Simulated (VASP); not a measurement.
# C (P6_3/mmc) in VASP: further runs

Runs on C. Level: PBE. Tasks: single point.

All numbers are computed with VASP 6.6.1; they aren't measurements. Logs are shortened: lines on timing, memory, paths and dates and some standing lists are left out, and cuts for length are marked.

### 1 The cell of the first run

Symmetry: P6_3/mmc, No. 194, hexagonal system. Conventional cell: a = 2.467 Å, b = 2.467 Å, c = 8.465 Å, α = 90.00°, β = 90.00°, γ = 120.00°. C (site symmetry -6m2) has 3 C at 1.42 Å within 1.9 Å. C (site symmetry -6m2) has 3 C at 1.42 Å within 1.9 Å.

### 2 Single point, PBE

File INCAR:

```
SYSTEM = C
PREC = Accurate
ENCUT = 520
EDIFF = 1E-6
ISMEAR = 0
SIGMA = 0.1
LREAL = Auto
LASPH = .TRUE.
NELM = 100
ALGO = Normal
ISIF = 2
LWAVE = .FALSE.
LCHARG = .FALSE.
GGA = PE
NBANDS = 76
```

File KPOINTS:

```
Automatic mesh
0
G
  5 5 3
  0 0 0
```

File POSCAR:

```
C
1.0
    4.9330655670     -4.2721600996      0.0000000000
   -6.1663319588     -2.1360800497      0.0000000000
    0.0000000000      0.0000000000     -8.4654494173
C
28
Direct
    0.5714285714      0.8571428571      0.7500000000
    0.1428571429      0.7142857143      0.7500000000
    0.7142857143      0.5714285714      0.7500000000
    0.2857142857      0.4285714286      0.7500000000
    0.8571428571      0.2857142857      0.7500000000
    0.4285714286      0.1428571429      0.7500000000
    0.0000000000      0.0000000000      0.7500000000
    0.5714285714      0.8571428571      0.2500000000
    0.1428571429      0.7142857143      0.2500000000
    0.7142857143      0.5714285714      0.2500000000
    0.2857142857      0.4285714286      0.2500000000
    0.8571428571      0.2857142857      0.2500000000
    0.4285714286      0.1428571429      0.2500000000
    0.0000000000      0.0000000000      0.2500000000
    0.3333333333      0.6666666667      0.7500000000
    0.9047619048      0.5238095238      0.7500000000
    0.4761904762      0.3809523810      0.7500000000
    0.0476190476      0.2380952381      0.7500000000
    0.6190476190      0.0952380952      0.7500000000
    0.1904761905      0.9523809524      0.7500000000
    0.7619047619      0.8095238095      0.7500000000
    0.5238095238      0.6190476190      0.2500000000
    0.0952380952      0.4761904762      0.2500000000
    0.6666666667      0.3333333333      0.2500000000
    0.2380952381      0.1904761905      0.2500000000
    0.8095238095      0.0476190476      0.2500000000
    0.3809523810      0.9047619048      0.2500000000
    0.9523809524      0.7619047619      0.2500000000
```

Potentials or basis: VASP PAW PBE potentials, release 64 (C).

Run with:

```bash
cat potpaw_PBE.64/C/POTCAR > POTCAR
mpirun -np 1 vasp_std > vasp.out
```

OUTCAR:

```text
SYSTEM = C
   PREC = Accurate
   ENCUT = 520
   EDIFF = 1E-6
   ISMEAR = 0
   LREAL = Auto
   LASPH = .TRUE.
   NELM = 100
   ISIF = 2
   GGA = PE

 ion  position               nearest neighbor table
   1  0.571  0.857  0.750-  15 1.42  19 1.42  21 1.42
   2  0.143  0.714  0.750-  15 1.42  16 1.42  20 1.42
   3  0.714  0.571  0.750-  17 1.42  21 1.42  16 1.42
   4  0.286  0.429  0.750-  18 1.42  15 1.42  17 1.42
   5  0.857  0.286  0.750-  16 1.42  19 1.42  18 1.42
   6  0.429  0.143  0.750-  19 1.42  20 1.42  17 1.42
[... 20 lines left out ...]
  27  0.381  0.905  0.250-   8 1.42   9 1.42  13 1.42
  28  0.952  0.762  0.250-  10 1.42  14 1.42   9 1.42

  LATTYP: Found a hexagonal cell.
 ALAT       =     6.5258323458
 C/A-ratio  =     1.2972214070

  Lattice vectors:

 A1 = (   4.9330655670,  -4.2721600996,   0.0000000000)
 A2 = (  -6.1663319588,  -2.1360800497,   0.0000000000)
 A3 = (   0.0000000000,   0.0000000000,  -8.4654494173)

Analysis of symmetry for initial positions (statically):
=====================================================================
 Subroutine PRICEL returns following result:

  LATTYP: Found a hexagonal cell.
 ALAT       =     2.4665327842
 C/A-ratio  =     3.4321252372

  Lattice vectors:

 A1 = (  -1.2332663921,   2.1360800504,   0.0000000000)
 A2 = (   2.4665327836,  -0.0000000002,   0.0000000000)
 A3 = (   0.0000000000,   0.0000000000,  -8.4654494173)

   7 primitive cells build up your supercell.

 Routine SETGRP: Setting up the symmetry group for a
 hexagonal supercell.

 Subroutine GETGRP returns: Found 12 space group operations
 (whereof  6 operations were pure point group operations)
 out of a pool of 24 trial point group operations.

The static configuration has the point symmetry S_6 .
 The point group associated with its full space group is C_6h.

Analysis of symmetry for dynamics (positions and initial velocities):
=====================================================================
 Subroutine PRICEL returns following result:

  LATTYP: Found a hexagonal cell.
 ALAT       =     2.4665327842
 C/A-ratio  =     3.4321252372

  Lattice vectors:

 A1 = (  -1.2332663921,   2.1360800504,   0.0000000000)
 A2 = (   2.4665327836,  -0.0000000002,   0.0000000000)
 A3 = (   0.0000000000,   0.0000000000,  -8.4654494173)

   7 primitive cells build up your supercell.

 Routine SETGRP: Setting up the symmetry group for a
 hexagonal supercell.

 Subroutine GETGRP returns: Found 12 space group operations
 (whereof  6 operations were pure point group operations)
 out of a pool of 24 trial point group operations.

The dynamic configuration has the point symmetry S_6 .
 The point group associated with its full space group is C_6h.

 Subroutine INISYM returns: Found 12 space group operations
 (whereof  6 operations are pure point group operations),
 and found     7 'primitive' translations

----------------------------------------------------------------------------------------

                                     Primitive cell

  volume of cell :      44.6020

  direct lattice vectors                    reciprocal lattice vectors
    -1.233266392  2.136080050  0.000000000     0.000000000  0.468147249  0.000000000
     2.466532784 -0.000000000  0.000000000     0.405427411  0.234073625  0.000000000
     0.000000000  0.000000000 -8.465449417     0.000000000  0.000000000 -0.118127219

  length of vectors
     2.466532784  2.466532784  8.465449417     0.468147249  0.468147249  0.118127219

  position of ions in fractional coordinates (direct lattice)
     0.000000000  0.000000000  0.750000000
     0.000000000  0.000000000  0.250000000
     0.666666667  0.333333333  0.750000000
     0.333333333  0.666666667  0.250000000

  ion indices of the primitive-cell ions
   primitive index   ion index
                 1           1
                 2           8
                 3          21
                 4          27

----------------------------------------------------------------------------------------

 KPOINTS: Automatic mesh

Automatic generation of k-mesh.
 Grid dimensions read from file:
 generate k-points for:    5    5    3

 Generating k-lattice:

  Cartesian coordinates                     Fractional coordinates (reciprocal lattice)
     0.011583640 -0.033439089  0.000000000     0.200000000  0.000000000  0.000000000
    -0.023167281 -0.026751271  0.000000000     0.000000000  0.200000000  0.000000000
     0.000000000  0.000000000 -0.039375740     0.000000000  0.000000000  0.333333333

  Length of vectors
     0.035388606  0.035388606  0.039375740

  Shift w.r.t. Gamma in fractional coordinates (k-lattice)
     0.000000000  0.000000000  0.000000000

 Subroutine IBZKPT returns following result:
 ===========================================

 Found     10 irreducible k-points:

 Following reciprocal coordinates:
            Coordinates               Weight
  0.000000  0.000000  0.000000      1.000000
  0.200000 -0.000000  0.000000      6.000000
  0.400000 -0.000000  0.000000      6.000000
  0.200000  0.200000  0.000000      6.000000
  0.400000  0.200000  0.000000      6.000000
  0.000000  0.000000  0.333333      2.000000
  0.200000 -0.000000  0.333333     12.000000
  0.400000 -0.000000  0.333333     12.000000
  0.200000  0.200000  0.333333     12.000000
  0.400000  0.200000  0.333333     12.000000
   k-points           NKPTS =     10   k-points in BZ     NKDIM =     10   number of bands    NBANDS=     76
   number of dos      NEDOS =    301   number of ions     NIONS =     28
   total plane-waves  NPLWV = 160000
   dimension x,y,z NGX =    50 NGY =   50 NGZ =   64
   dimension x,y,z NGXF=   100 NGYF=  100 NGZF=  128
   ions per type =              28
   NGX,Y,Z   is equivalent  to a cutoff of  12.74, 12.74, 12.57 a.u.
   NGXF,Y,Z  is equivalent  to a cutoff of  25.48, 25.48, 25.14 a.u.
 SYSTEM =  C
   PREC   = accura    normal or accurate (medium, high low for compatibility)
   ISTART =      0    job   : 0-new  1-cont  2-samecut
   ICHARG =      2    charge: 1-file 2-atom 10-const
   ISPIN  =      1    spin polarized calculation?
   LNONCOLLINEAR =      F non collinear calculations
   LSORBIT =      F    spin-orbit coupling
   LASPH  =      T    aspherical Exc in radial PAW
   ENCUT  =  520.0 eV  38.22 Ry    6.18 a.u.  12.13 12.13 15.74*2*pi/ulx,y,z
   NELM   =    100;   NELMIN=  2; NELMDL= -5     # of ELM steps
   EDIFF  = 0.1E-05   stopping-criterion for ELM
   LREAL  =      T    real-space projection
   EDIFFG = 0.1E-04   stopping-criterion for IOM
   NSW    =      0    number of steps for IOM
   IBRION =     -1    ionic relax: 0-MD 1-quasi-New 2-CG
   NFREE  =      0    steps in history (QN), initial steepest desc. (CG)
   ISIF   =      2    stress and relaxation
   ISYM   =      2    0-nonsym 1-usesym 2-fastsym
   POTIM  = 0.5000    time-step for ionic-motion
   TEBEG  =    0.0;   TEEND  =   0.0 temperature during run
   PSTRESS=    0.0 pullay stress
   NELECT =     112.0000    total number of electrons
   NUPDOWN=      -1.0000    fix difference up-down
   EMIN   =  10.00;   EMAX   =-10.00  energy-range for DOS
   EFERMI =   0.00;   METHOD = LEGACY
   ISMEAR =     0;   SIGMA  =   0.10  broadening in eV -4-tet -1-fermi 0-gaus
   EFERMI_NEDOS =   21; number of points for ismear=-14 and -15
   IALGO  =     38    algorithm
   IMIX   =      4    mixing-type and parameters
     AMIX     =   0.40;   BMIX     =  1.00
     AMIX_MAG =   1.60;   BMIX_MAG =  1.00
  volume/ion in A,a.u.               =      11.15        75.25
  Fermi-wavevector in a.u.,A,eV,Ry     =   1.163224  2.198175 18.409907  1.353090
  Thomas-Fermi vector in A             =   2.299776
   LORBIT       =      0    0 simple, 1 ext, 2 COOP (PROOUT), +10 PAW based schemes
   GGA     = PE    functional components
   LHFCALC =     F    Hartree Fock is set to
   AEXX    =    0.0000 exact exchange contribution
   IVDW    =     0    specifies the selected vdW correction
   LEPSILON=     F    determine dielectric tensor
   LRPA    =     F    only Hartree local field effects (RPA)
 non-spin polarized calculation
 Gauss-broadening in eV      SIGMA  =   0.10
  energy-cutoff  :      520.00
  volume of cell :      312.21
 maximum number of plane-waves:      8432
 NGX is ok and might be reduce to    50

 number of electron     111.9999997 magnetization

 Free energy of the ion-electron system (eV)
  ---------------------------------------------------
  ext. energy  EPLUGINS =         0.00000000
  ---------------------------------------------------
  free energy    TOTEN  =      -258.37190087 eV

  energy without entropy =     -258.37190087  energy(sigma->0) =     -258.37190087

 E-fermi :   2.7444     XC(G=0):  -8.7673

 val. band max:        2.2454440943   @ k =   0.4000   0.2000   0.0000
 cond. band min:       3.4609674709   @ k =   0.4000   0.2000   0.0000
 fundamental gap:      1.2155233765
 Fermi energy:         2.7444362264

 k-point     1 :       0.0000    0.0000    0.0000
  band No.  band energies     occupation
      1     -16.6903      2.00000
      2     -16.6517      2.00000
      3     -13.3864      2.00000
      4     -13.3864      2.00000
      5     -13.3864      2.00000
      6     -13.3863      2.00000
[... 60 lines left out ...]
     67       6.9085      0.00000
     68       6.9085      0.00000

 k-point     2 :       0.2000   -0.0000    0.0000
  band No.  band energies     occupation
      1     -16.5552      2.00000
      2     -16.5170      2.00000
      3     -14.5547      2.00000
      4     -14.5226      2.00000
      5     -13.9023      2.00000
      6     -13.9010      2.00000
[... 60 lines left out ...]
     67       7.7885      0.00000
     68       8.7277      0.00000

 k-point     3 :       0.4000   -0.0000    0.0000
  band No.  band energies     occupation
      1     -16.1509      2.00000
      2     -16.1139      2.00000
      3     -15.4814      2.00000
      4     -15.4466      2.00000
      5     -14.1618      2.00000
      6     -14.1611      2.00000
[... 486 lines left out ...]
     67       8.7600      0.00000
     68       8.7971      0.00000

 k-point    10 :       0.4000    0.2000    0.3333
  band No.  band energies     occupation
      1     -15.7396      2.00000
      2     -15.7396      2.00000
      3     -15.7218      2.00000
      4     -15.7218      2.00000
      5     -15.0741      2.00000
      6     -15.0572      2.00000
[... 60 lines left out ...]
     67       8.6114      0.00000
     68       9.2382      0.00000
 [bands above 68 left out]

------------------------ aborting loop because EDIFF is reached ----------------------------------------

  FORCE on cell =-STRESS in cart. coord.  units (eV):
  Direction    XX          YY          ZZ          XY          YZ          ZX
  --------------------------------------------------------------------------------------
  -------------------------------------------------------------------------------------
  Total        0.9788670      0.9788670      0.0068134      0.0000000     -0.0000000     -0.0000000
  in kB        5.0232153      5.0232153      0.0349640      0.0000002     -0.0000000     -0.0000000
  external PRESSURE =       3.3604648 kB  Pullay stress =       0.0000000 kB

 VOLUME and BASIS-vectors are now :
 -----------------------------------------------------------------------------
  energy-cutoff  :      520.00
  volume of cell :      312.21
      direct lattice vectors                 reciprocal lattice vectors
     4.933065567 -4.272160100  0.000000000     0.057918202 -0.167195446  0.000000000
    -6.166331959 -2.136080050  0.000000000    -0.115836403 -0.133756357  0.000000000
     0.000000000  0.000000000 -8.465449417     0.000000000  0.000000000 -0.118127219

 POSITION                                       TOTAL-FORCE (eV/Angst)
 -----------------------------------------------------------------------------------
     -2.46653     -4.27216     -6.34909        -0.000000     -0.000000      0.000000
     -3.69980     -2.13608     -6.34909        -0.000000      0.000000     -0.000000
      0.00000     -4.27216     -6.34909         0.000000      0.000000     -0.000000
     -1.23327     -2.13608     -6.34909        -0.000000     -0.000000     -0.000000
      2.46653     -4.27216     -6.34909         0.000000     -0.000000     -0.000000
      1.23327     -2.13608     -6.34909        -0.000000      0.000000      0.000000
[... 20 lines left out ...]
     -3.69980     -3.56013     -2.11636        -0.000000      0.000000      0.000000
      0.00000     -5.69621     -2.11636         0.000000      0.000000      0.000000
 -----------------------------------------------------------------------------------
    total drift:                               -0.000000     -0.000000     -0.000000

  FREE ENERGIE OF THE ION-ELECTRON SYSTEM (eV)
  ---------------------------------------------------
  free  energy   TOTEN  =      -258.3719008652 eV

  energy  without entropy=     -258.3719008652  energy(sigma->0) =     -258.37190087
```

Wall time 11 min (1 thread of Intel Xeon 8259CL, shared host); peak memory 0.44 GiB.

Results:

```
Free energy : -258.3719 eV
Pressure    : 0.3 GPa
```

Caveat: this functional lacks dispersion, which binds the layers, so the pressure and a relaxed spacing across them are unreliable.

### 3 Single point, PBE

This run uses another cell than the first one: it holds 4 atoms, not 28.

File INCAR:

```
SYSTEM = C
PREC     = Accurate       ! precision mode
ENCUT    = 520            ! plane-wave cutoff, eV
EDIFF    = 1E-6           ! SCF threshold, eV
ISMEAR   = 0              ! smearing method
SIGMA    = 0.1            ! smearing width, eV
LREAL    = .False.        ! projectors in reciprocal space
LASPH    = .True.         ! aspherical terms in the spheres
NELM     = 60             ! most SCF steps
ALGO     = Normal         ! electronic algorithm
ISIF     = 2              ! what is computed and relaxed
LWAVE    = .False.        ! write WAVECAR
LCHARG   = .False.        ! write CHGCAR
GGA      = PE             ! functional
NBANDS   = 16             ! bands
```

File KPOINTS:

```
regular mesh
0
Gamma
  24 24 6
  0 0 0
```

File POSCAR:

```
C
1.0
    2.4665327817      0.0000000000      0.0000000000
   -1.2332663908      2.1360800482      0.0000000000
    0.0000000000      0.0000000000      8.4654491654
C
4
Direct
    0.0000000000      0.0000000000      0.2500000000
    0.0000000000      0.0000000000      0.7500000000
    0.3333333333      0.6666666667      0.2500000000
    0.6666666667      0.3333333333      0.7500000000
```

Potentials or basis: VASP PAW PBE potentials, release 64 (C).

Run with:

```bash
cat potpaw_PBE.64/C/POTCAR > POTCAR
mpirun -np 1 vasp_std > vasp.out
```

It took 3 min on 1 thread of Intel Xeon 8259CL, shared host; peak memory 0.24 GiB.

Results (log left out):

```
Free energy            : -36.9062 eV
Pressure               : 0.4 GPa
Band gap on the k mesh : zero (filled and empty bands touch)
```

Stress tensor (GPa, compression positive):
```
0.54 0.00 0.00
0.00 0.54 0.00
0.00 0.00 0.00
```

Levels at points of the mesh, in eV from the Fermi level:
| k point | band 4 | band 5 | band 6 | band 7 | band 8 | band 9 | band 10 | band 11 | band 12 | band 13 |
| --- | --- | --- | --- | --- | --- | --- | --- | --- | --- | --- |
| (0.00, 0.00, 0.00) | -7.35 | -3.04 | -3.04 | -3.04 | -3.04 | 3.11 | 6.48 | 8.30 | 8.30 | 8.31 |
| (0.50, 0.00, 0.00) | -13.23 | -6.42 | -6.42 | -2.44 | -2.28 | 1.58 | 1.80 | 7.33 | 7.39 | 10.62 |
| (0.00, 0.00, 0.50) | -7.62 | -3.04 | -3.04 | -3.04 | -3.04 | 4.40 | 4.40 | 8.30 | 8.30 | 8.30 |
| (0.50, 0.00, 0.50) | -13.23 | -6.42 | -6.42 | -2.36 | -2.36 | 1.67 | 1.67 | 7.36 | 7.36 | 11.48 |

Caveat: this functional lacks dispersion, which binds the layers, so the pressure and a relaxed spacing across them are unreliable.
